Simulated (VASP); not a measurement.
# CdS (wurtzite) (P6_3mc) in VASP: further runs

The runs below take CdS (wurtzite) through single point, relaxation of cell and atoms, with PBEsol.

Everything below comes from runs of VASP 6.6.1. Logs are shortened: lines on timing, memory, paths and dates and some standing lists are left out, and cuts for length are marked.

## (1) The cell of the first run

It takes space group P6_3mc (No. 186, hexagonal). The conventional cell has a = 4.124 Å, b = 4.124 Å, c = 6.710 Å, α = 90.00°, β = 90.00°, γ = 120.00°. Within 3.3 Å of Cd (site symmetry 3m) lie 4 S at 2.52 to 2.53 Å. S (site symmetry 3m) has 4 Cd at 2.52 to 2.53 Å within 3.3 Å.

## (2) Single point, PBEsol

Contents of INCAR:

```
SYSTEM = CdS
PREC = Accurate ; ENCUT = 520
EDIFF = 1E-6 ; ISMEAR = 0
SIGMA = 0.01 ; LREAL = .False.
LASPH = .True. ; NELM = 100
ALGO = Normal ; ISIF = 2
LWAVE = .False. ; LCHARG = .False.
GGA = PS ; NBANDS = 26
```

Contents of KPOINTS:

```
regular mesh
0
Gamma
  9 9 6
  0 0 0
```

Contents of POSCAR:

```
CdS
1.0
    4.1238467113      0.0000000000      0.0000000000
   -2.0619233557      3.5713560133      0.0000000000
    0.0000000000      0.0000000000      6.7099194866
Cd S
2 2
Direct
    0.3333333333      0.6666666667      0.0002225635
    0.6666666667      0.3333333333      0.5002225635
    0.3333333333      0.6666666667      0.3767774365
    0.6666666667      0.3333333333      0.8767774365
```

Potentials or basis: VASP PAW PBE potentials, release 64 (Cd, S).

Started as:

```console
> cat potpaw_PBE.64/Cd/POTCAR potpaw_PBE.64/S/POTCAR > POTCAR
> mpirun -np 1 vasp_std > vasp.out
```

OUTCAR:

```text
SYSTEM = CdS
   PREC = Accurate
   ENCUT = 520
   EDIFF = 1E-6
   ISMEAR = 0
   LREAL = .False.
   LASPH = .True.
   NELM = 100
   ISIF = 2
   GGA = PS

 ion  position               nearest neighbor table
   1  0.333  0.667  0.000-   4 2.52   4 2.52   4 2.52   3 2.53
   2  0.667  0.333  0.500-   3 2.52   3 2.52   3 2.52   4 2.53
   3  0.333  0.667  0.377-   2 2.52   2 2.52   2 2.52   1 2.53
   4  0.667  0.333  0.877-   1 2.52   1 2.52   1 2.52   2 2.53

  LATTYP: Found a hexagonal cell.
 ALAT       =     4.1238467113
 C/A-ratio  =     1.6271020618

  Lattice vectors:

 A1 = (   4.1238467113,   0.0000000000,   0.0000000000)
 A2 = (  -2.0619233557,   3.5713560133,   0.0000000000)
 A3 = (   0.0000000000,   0.0000000000,   6.7099194866)

Analysis of symmetry for initial positions (statically):
=====================================================================
 Subroutine PRICEL returns:
 Original cell was already a primitive cell.

 Routine SETGRP: Setting up the symmetry group for a
 hexagonal supercell.

 Subroutine GETGRP returns: Found 12 space group operations
 (whereof  6 operations were pure point group operations)
 out of a pool of 24 trial point group operations.

The static configuration has the point symmetry C_3v.
 The point group associated with its full space group is C_6v.

Analysis of symmetry for dynamics (positions and initial velocities):
=====================================================================
 Subroutine PRICEL returns:
 Original cell was already a primitive cell.

 Routine SETGRP: Setting up the symmetry group for a
 hexagonal supercell.

 Subroutine GETGRP returns: Found 12 space group operations
 (whereof  6 operations were pure point group operations)
 out of a pool of 24 trial point group operations.

The dynamic configuration has the point symmetry C_3v.
 The point group associated with its full space group is C_6v.

 Subroutine INISYM returns: Found 12 space group operations
 (whereof  6 operations are pure point group operations),
 and found     1 'primitive' translations

----------------------------------------------------------------------------------------

                                     Primitive cell

  volume of cell :      98.8218

  direct lattice vectors                    reciprocal lattice vectors
     4.123846711  0.000000000  0.000000000     0.242492040  0.140002844  0.000000000
    -2.061923356  3.571356013  0.000000000     0.000000000  0.280005689  0.000000000
     0.000000000  0.000000000  6.709919487     0.000000000  0.000000000  0.149033085

  length of vectors
     4.123846711  4.123846711  6.709919487     0.280005689  0.280005689  0.149033085

  position of ions in fractional coordinates (direct lattice)
     0.333333333  0.666666667  0.000222564
     0.666666667  0.333333333  0.500222564
     0.333333333  0.666666667  0.376777436
     0.666666667  0.333333333  0.876777436

  ion indices of the primitive-cell ions
   primitive index   ion index
                 1           1
                 2           2
                 3           3
                 4           4

----------------------------------------------------------------------------------------

 KPOINTS: regular mesh

Automatic generation of k-mesh.
 Grid dimensions read from file:
 generate k-points for:    9    9    6

 Generating k-lattice:

  Cartesian coordinates                     Fractional coordinates (reciprocal lattice)
     0.026943560  0.015555872  0.000000000     0.111111111  0.000000000  0.000000000
     0.000000000  0.031111743  0.000000000     0.000000000  0.111111111  0.000000000
     0.000000000  0.000000000  0.024838847     0.000000000  0.000000000  0.166666667

  Length of vectors
     0.031111743  0.031111743  0.024838847

  Shift w.r.t. Gamma in fractional coordinates (k-lattice)
     0.000000000  0.000000000  0.000000000

 Subroutine IBZKPT returns following result:
 ===========================================

 Found     48 irreducible k-points:

 Following reciprocal coordinates:
            Coordinates               Weight
  0.000000  0.000000  0.000000      1.000000
  0.111111  0.000000  0.000000      6.000000
  0.222222 -0.000000  0.000000      6.000000
  0.333333 -0.000000  0.000000      6.000000
  0.444444 -0.000000  0.000000      6.000000
  0.111111  0.111111  0.000000      6.000000
[... 16 lines left out ...]
  0.333333  0.222222  0.166667     24.000000
  0.333333  0.333333  0.166667      4.000000
 [... further k-points ...]
   k-points           NKPTS =     48   k-points in BZ     NKDIM =     48   number of bands    NBANDS=     26
   number of dos      NEDOS =    301   number of ions     NIONS =      4
   total plane-waves  NPLWV =  51200
   dimension x,y,z NGX =    32 NGY =   32 NGZ =   50
   dimension x,y,z NGXF=    64 NGYF=   64 NGZF=  100
   ions per type =               2   2
   NGX,Y,Z   is equivalent  to a cutoff of  12.90, 12.90, 12.39 a.u.
   NGXF,Y,Z  is equivalent  to a cutoff of  25.80, 25.80, 24.78 a.u.
 SYSTEM =  CdS
   PREC   = accura    normal or accurate (medium, high low for compatibility)
   ISTART =      0    job   : 0-new  1-cont  2-samecut
   ICHARG =      2    charge: 1-file 2-atom 10-const
   ISPIN  =      1    spin polarized calculation?
   LNONCOLLINEAR =      F non collinear calculations
   LSORBIT =      F    spin-orbit coupling
   LASPH  =      T    aspherical Exc in radial PAW
   ENCUT  =  520.0 eV  38.22 Ry    6.18 a.u.   7.67  7.67 12.48*2*pi/ulx,y,z
   NELM   =    100;   NELMIN=  2; NELMDL= -5     # of ELM steps
   EDIFF  = 0.1E-05   stopping-criterion for ELM
   LREAL  =      F    real-space projection
   EDIFFG = 0.1E-04   stopping-criterion for IOM
   NSW    =      0    number of steps for IOM
   IBRION =     -1    ionic relax: 0-MD 1-quasi-New 2-CG
   NFREE  =      0    steps in history (QN), initial steepest desc. (CG)
   ISIF   =      2    stress and relaxation
   ISYM   =      2    0-nonsym 1-usesym 2-fastsym
   POTIM  = 0.5000    time-step for ionic-motion
   TEBEG  =    0.0;   TEEND  =   0.0 temperature during run
   PSTRESS=    0.0 pullay stress
   NELECT =      36.0000    total number of electrons
   NUPDOWN=      -1.0000    fix difference up-down
   EMIN   =  10.00;   EMAX   =-10.00  energy-range for DOS
   EFERMI =   0.00;   METHOD = LEGACY
   ISMEAR =     0;   SIGMA  =   0.01  broadening in eV -4-tet -1-fermi 0-gaus
   EFERMI_NEDOS =   21; number of points for ismear=-14 and -15
   IALGO  =     38    algorithm
   IMIX   =      4    mixing-type and parameters
     AMIX     =   0.40;   BMIX     =  1.00
     AMIX_MAG =   1.60;   BMIX_MAG =  1.00
  volume/ion in A,a.u.               =      24.71       166.72
  Fermi-wavevector in a.u.,A,eV,Ry     =   1.169207  2.209481 18.599771  1.367045
  Thomas-Fermi vector in A             =   2.305683
   LORBIT       =      0    0 simple, 1 ext, 2 COOP (PROOUT), +10 PAW based schemes
   GGA     = PS    functional components
   LHFCALC =     F    Hartree Fock is set to
   AEXX    =    0.0000 exact exchange contribution
   IVDW    =     0    specifies the selected vdW correction
   LEPSILON=     F    determine dielectric tensor
   LRPA    =     F    only Hartree local field effects (RPA)
 non-spin polarized calculation
 Gauss-broadening in eV      SIGMA  =   0.01
  energy-cutoff  :      520.00
  volume of cell :       98.82
 maximum number of plane-waves:      2695
 NGX is ok and might be reduce to    32
   NGX = 15   NGY = 15   NGZ = 25

 number of electron      35.9999994 magnetization

 Free energy of the ion-electron system (eV)
  ---------------------------------------------------
  ext. energy  EPLUGINS =         0.00000000
  ---------------------------------------------------
  free energy    TOTEN  =       -13.63290918 eV

  energy without entropy =      -13.63290918  energy(sigma->0) =      -13.63290918

 E-fermi :   1.3248     XC(G=0):  -9.3901

 val. band max:        1.2456128040   @ k =   0.0000   0.0000   0.0000
 cond. band min:       2.3426717984   @ k =   0.0000   0.0000   0.0000
 fundamental gap:      1.0970589944
 Fermi energy:         1.3247687655

 k-point     1 :       0.0000    0.0000    0.0000
  band No.  band energies     occupation
      1     -11.1685      2.00000
      2     -10.7189      2.00000
      3      -6.4781      2.00000
      4      -6.4711      2.00000
      5      -6.4711      2.00000
      6      -6.3849      2.00000
[... 18 lines left out ...]
     25       8.7498      0.00000
     26       8.8415      0.00000

 k-point     2 :       0.1111    0.0000    0.0000
  band No.  band energies     occupation
      1     -11.1228      2.00000
      2     -10.6986      2.00000
      3      -6.4650      2.00000
      4      -6.4524      2.00000
      5      -6.4378      2.00000
      6      -6.3640      2.00000
[... 18 lines left out ...]
     25       8.7273      0.00000
     26       9.0222      0.00000

 k-point     3 :       0.2222   -0.0000    0.0000
  band No.  band energies     occupation
      1     -11.0029      2.00000
      2     -10.6506      2.00000
      3      -6.4251      2.00000
      4      -6.4098      2.00000
      5      -6.3480      2.00000
      6      -6.2921      2.00000
[... 18 lines left out ...]
     25       8.9660      0.00000
     26       9.7274      0.00000

 k-point     4 :       0.3333   -0.0000    0.0000
  band No.  band energies     occupation
      1     -10.8560      2.00000
      2     -10.6054      2.00000
      3      -6.3911      2.00000
      4      -6.3730      2.00000
      5      -6.2493      2.00000
      6      -6.2157      2.00000
[... 18 lines left out ...]
     25       9.4508      0.00000
     26      10.0226      0.00000
[... 496 lines left out ...]
      1     -10.7705      2.00000
      2     -10.6029      2.00000
      3      -6.3793      2.00000
      4      -6.3342      2.00000
      5      -6.2329      2.00000
      6      -6.2109      2.00000
[... 18 lines left out ...]
     25       9.1380      0.00000
     26      10.3485      0.00000

 k-point    23 :       0.3333    0.2222    0.1667
  band No.  band energies     occupation
      1     -10.6810      2.00000
      2     -10.5974      2.00000
      3      -6.3816      2.00000
      4      -6.2975      2.00000
      5      -6.2099      2.00000
      6      -6.1736      2.00000
[... 18 lines left out ...]
     25       9.7651      0.00000
     26      10.5656      0.00000

 k-point    24 :       0.3333    0.3333    0.1667
  band No.  band energies     occupation
      1     -10.6232      2.00000
      2     -10.6232      2.00000
      3      -6.3888      2.00000
      4      -6.2388      2.00000
      5      -6.2388      2.00000
      6      -6.1639      2.00000
[... 18 lines left out ...]
     25      10.3676      0.00000
     26      10.3771      0.00000

 [... further k-points ...]
[... 5 lines left out ...]
  --------------------------------------------------------------------------------------
  -------------------------------------------------------------------------------------
  Total        0.2463618      0.2463618      0.2447195     -0.0000000      0.0000000      0.0000000
  in kB        3.9942103      3.9942103      3.9675852     -0.0000000      0.0000000      0.0000000
  external PRESSURE =       3.9853352 kB  Pullay stress =       0.0000000 kB

 VOLUME and BASIS-vectors are now :
 -----------------------------------------------------------------------------
  energy-cutoff  :      520.00
  volume of cell :       98.82
      direct lattice vectors                 reciprocal lattice vectors
     4.123846711  0.000000000  0.000000000     0.242492040  0.140002844  0.000000000
    -2.061923356  3.571356013  0.000000000     0.000000000  0.280005689  0.000000000
     0.000000000  0.000000000  6.709919487     0.000000000  0.000000000  0.149033085

 POSITION                                       TOTAL-FORCE (eV/Angst)
 -----------------------------------------------------------------------------------
     -0.00000      2.38090      0.00149        -0.000000     -0.000000      0.001654
      2.06192      1.19045      3.35645         0.000000      0.000000      0.001654
     -0.00000      2.38090      2.52815        -0.000000      0.000000     -0.001654
      2.06192      1.19045      5.88311         0.000000      0.000000     -0.001654
 -----------------------------------------------------------------------------------
    total drift:                               -0.000000     -0.000000      0.000124

  FREE ENERGIE OF THE ION-ELECTRON SYSTEM (eV)
  ---------------------------------------------------
  free  energy   TOTEN  =       -13.6329091788 eV

  energy  without entropy=      -13.6329091788  energy(sigma->0) =      -13.63290918
```

Run time: 54 s. Hardware: 1 thread of Intel Xeon 6975P-C (Granite Rapids), shared host; peak memory 0.27 GiB.

Results:

* Free energy: -13.6329 eV
* Pressure: 0.4 GPa
* Band gap on the k mesh: 1.10 eV, direct

Levels at points of the mesh, in eV from the valence-band top:
| k point | band 16 | band 17 | band 18 | band 19 | band 20 | band 21 |
| --- | --- | --- | --- | --- | --- | --- |
| (0.00, 0.00, 0.00) | -0.05 | 0.00 | 0.00 | 1.10 | 2.68 | 6.38 |
| (0.00, 0.00, 0.50) | -0.40 | -0.40 | -0.40 | 2.76 | 2.76 | 6.07 |

Caveat: the PAW data sets were made with another functional, which shifts forces and pressure a little.

## (3) Relaxation of cell and atoms, PBEsol

This run uses another cell than the first one, of 24.94 Å³/atom, 1.009 times its volume.

Contents of INCAR:

```
SYSTEM = CdS
PREC     = Accurate       ! precision mode
ENCUT    = 600            ! plane-wave cutoff, eV
EDIFF    = 1E-6           ! SCF threshold, eV
ISMEAR   = 0              ! smearing method
SIGMA    = 0.01           ! smearing width, eV
LREAL    = .FALSE.        ! projectors in reciprocal space
LASPH    = .TRUE.         ! aspherical terms in the spheres
NELM     = 100            ! most SCF steps
ALGO     = Normal         ! electronic algorithm
ISIF     = 3              ! what is computed and relaxed
LWAVE    = .FALSE.        ! write WAVECAR
LCHARG   = .FALSE.        ! write CHGCAR
GGA      = PS             ! functional
IBRION   = 2              ! ionic algorithm
NSW      = 80             ! ionic steps
EDIFFG   = -0.001         ! ionic threshold
```

Contents of KPOINTS:

```
Automatic mesh
0
G
  9 9 6
  0 0 0
```

Contents of POSCAR:

```
CdS
1.0
    4.1400000000      0.0000000000      0.0000000000
   -2.0700000000      3.5853451717      0.0000000000
    0.0000000000      0.0000000000      6.7200000000
Cd S
2 2
Direct
    0.3333333333      0.6666666667      0.0000000000
    0.6666666667      0.3333333333      0.5000000000
    0.3333333333      0.6666666667      0.3770000000
    0.6666666667      0.3333333333      0.8770000000
```

Potentials or basis: VASP PAW PBE potentials, release 64 (Cd, S).

Started as:

```console
> cat potpaw_PBE.64/Cd/POTCAR potpaw_PBE.64/S/POTCAR > POTCAR
> mpirun -np 1 vasp_std > vasp.out
```

OUTCAR:

```text
SYSTEM = CdS
   PREC = Accurate
   ENCUT = 600
   EDIFF = 1E-6
   ISMEAR = 0
   LREAL = .FALSE.
   LASPH = .TRUE.
   NELM = 100
   ISIF = 3
   GGA = PS
   IBRION = 2
   NSW = 80
   EDIFFG = -0.001

 ion  position               nearest neighbor table
   1  0.333  0.667  0.000-   4 2.53   4 2.53   4 2.53   3 2.53
   2  0.667  0.333  0.500-   3 2.53   3 2.53   3 2.53   4 2.53
   3  0.333  0.667  0.377-   2 2.53   2 2.53   2 2.53   1 2.53
   4  0.667  0.333  0.877-   1 2.53   1 2.53   1 2.53   2 2.53

  LATTYP: Found a hexagonal cell.
 ALAT       =     4.1400000000
 C/A-ratio  =     1.6231884058

  Lattice vectors:

[... 376 lines left out ...]
--------------------------------------- Ionic step       21  -------------------------------------------

 number of electron      36.0000005 magnetization

 Free energy of the ion-electron system (eV)
  ---------------------------------------------------
  ext. energy  EPLUGINS =         0.00000000
  ---------------------------------------------------
  free energy    TOTEN  =       -13.63427567 eV

  energy without entropy =      -13.63427567  energy(sigma->0) =      -13.63427567

 E-fermi :   1.2988     XC(G=0):  -9.3620

 val. band max:        1.1945916039   @ k =   0.0000   0.0000   0.0000
 cond. band min:       2.2785403476   @ k =   0.0000   0.0000   0.0000
 fundamental gap:      1.0839487437
 Fermi energy:         1.2988115423

 k-point     1 :       0.0000    0.0000    0.0000
  band No.  band energies     occupation
      1     -11.1825      2.00000
      2     -10.7388      2.00000
      3      -6.5079      2.00000
      4      -6.5007      2.00000
      5      -6.5007      2.00000
      6      -6.4157      2.00000
[... 589 lines left out ...]
     21       6.0956      0.00000
     22       8.0885      0.00000

 [... further k-points ...]
[... 5 lines left out ...]
  --------------------------------------------------------------------------------------
  -------------------------------------------------------------------------------------
  Total        0.0003454      0.0003454      0.0035881      0.0000000      0.0000000      0.0000000
  in kB        0.0055664      0.0055664      0.0578309      0.0000000      0.0000000      0.0000000
  external PRESSURE =       0.0229879 kB  Pullay stress =       0.0000000 kB
[... 19 lines left out ...]
  FREE ENERGIE OF THE ION-ELECTRON SYSTEM (eV)
  ---------------------------------------------------
  free  energy   TOTEN  =       -13.6342756700 eV

  energy  without entropy=      -13.6342756700  energy(sigma->0) =      -13.63427567

 reached required accuracy - stopping structural energy minimisation
```

It took 8.5 min on 1 thread of Intel Xeon 6975P-C (Granite Rapids), shared host; peak memory 0.33 GiB.

Results:

```yaml
Free_energy: -13.6343 eV
Relaxed_volume: 24.85 Å³/atom
Relaxed_cell: a = 4.132 Å, b = 4.132 Å, c = 6.724 Å, α = 90.00°, β = 90.00°, γ = 120.00°
Space_group_after_relaxing_to_0.05_Å: P6_3mc (No. 186)
Energy_gained_by_relaxing: 0.1 meV/atom
Ionic_steps: 21
Pressure_after_relaxing: 0.0 GPa
Band_gap_on_the_k_mesh: 1.08 eV, direct
```

The path:
| step | energy change (eV) | largest force (eV/Å) | pressure (GPa) | volume (Å³) |
| --- | --- | --- | --- | --- |
| 1 | 0.0000 | 0.0029 | -0.25 | 99.75 |
| 2 | -0.0002 | 0.0069 | 0.14 | 99.19 |
| 3 | -0.0002 | 0.0027 | 0.00 | 99.42 |
| 4 | -0.0002 | 0.0030 | 0.00 | 99.41 |
| 5 | -0.0002 | 0.0048 | 0.08 | 99.30 |
| 6 | -0.0002 | 0.0032 | 0.01 | 99.40 |
| 7 | -0.0002 | 0.0031 | 0.01 | 99.40 |
| 8 | -0.0003 | 0.0054 | 0.00 | 99.41 |
| 9 | -0.0003 | 0.0082 | -0.01 | 99.42 |
| 10 | -0.0003 | 0.0069 | 0.00 | 99.41 |
| 11 | -0.0003 | 0.0032 | 0.02 | 99.38 |
| 12 | -0.0003 | 0.0003 | -0.01 | 99.42 |
| 13 | -0.0003 | 0.0004 | 0.00 | 99.41 |
| 14 | -0.0003 | 0.0005 | 0.00 | 99.41 |
| 15 | -0.0003 | 0.0005 | 0.00 | 99.41 |
| 16 | -0.0003 | 0.0010 | -0.01 | 99.41 |
| 17 | -0.0003 | 0.0022 | 0.01 | 99.40 |
| 18 | -0.0003 | 0.0005 | 0.02 | 99.40 |
| 19 | -0.0003 | 0.0002 | 0.02 | 99.41 |
| 20 | -0.0003 | 0.0000 | 0.01 | 99.41 |
| 21 | -0.0003 | 0.0000 | 0.00 | 99.41 |

Final structure:
```cif
data_structure
_symmetry_space_group_name_H-M 'P 1'
_symmetry_Int_Tables_number 1
_cell_length_a 4.1318
_cell_length_b 4.1318
_cell_length_c 6.7238
_cell_angle_alpha 90.000
_cell_angle_beta 90.000
_cell_angle_gamma 120.000
_cell_volume 99.41
loop_
_atom_site_label
_atom_site_type_symbol
_atom_site_fract_x
_atom_site_fract_y
_atom_site_fract_z
_atom_site_occupancy
Cd1 Cd 0.33333 0.66667 0.00026 1
Cd2 Cd 0.66667 0.33333 0.50026 1
S1 S 0.33333 0.66667 0.37674 1
S2 S 0.66667 0.33333 0.87674 1
```

Levels at points of the mesh, in eV from the valence-band top:
| k point | band 15 | band 16 | band 17 | band 18 | band 19 | band 20 | band 21 | band 22 |
| --- | --- | --- | --- | --- | --- | --- | --- | --- |
| (0.00, 0.00, 0.00) | -0.77 | -0.05 | 0.00 | 0.00 | 1.08 | 2.68 | 6.38 | 6.38 |
| (0.00, 0.00, 0.50) | -0.40 | -0.40 | -0.40 | -0.40 | 2.75 | 2.75 | 6.07 | 6.07 |

Caveat: the PAW data sets were made with another functional, which shifts forces and pressure a little.
